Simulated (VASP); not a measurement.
A run of VASP 6.6.1:

File INCAR:

```
SYSTEM = Sb
ALGO     = Normal         ! electronic algorithm
EDIFF    = 1E-6           ! SCF threshold, eV
ENCUT    = 520            ! plane-wave cutoff, eV
GGA      = PE             ! functional
ISIF     = 2              ! what is computed and relaxed
ISMEAR   = 0              ! smearing method
LASPH    = .True.         ! aspherical terms in the spheres
LCHARG   = .False.        ! write CHGCAR
LREAL    = .False.        ! projectors in reciprocal space
LWAVE    = .False.        ! write WAVECAR
NBANDS   = 8              ! bands
NELM     = 100            ! most SCF steps
PREC     = Accurate       ! precision mode
SIGMA    = 0.1            ! smearing width, eV
```

KPOINTS

```
k-points
0
Gamma
  16 16 16
  0 0 0
```

File POSCAR:

```
Sb
1.0
   -1.9223910657      1.9223910657      1.9223910657
    1.9223910657     -1.9223910657      1.9223910657
    1.9223910657      1.9223910657     -1.9223910657
Sb
1
Direct
    0.0000000000      0.0000000000      0.0000000000
```

Potentials or basis: VASP PAW PBE potentials, release 64 (Sb).

Run with:

```console
$ cat potpaw_PBE.64/Sb/POTCAR > POTCAR
$ mpirun -np 1 vasp_std > vasp.out
```

Hardware: 1 thread of Intel Xeon 8259CL (shared host).

Q: How long does it take, and how much memory?

A: Wall time 40 s on 1 thread of Intel Xeon 8259CL, with other jobs on the host, peak memory 0.17 GiB. Counts: scf iterations 9, k points 145.
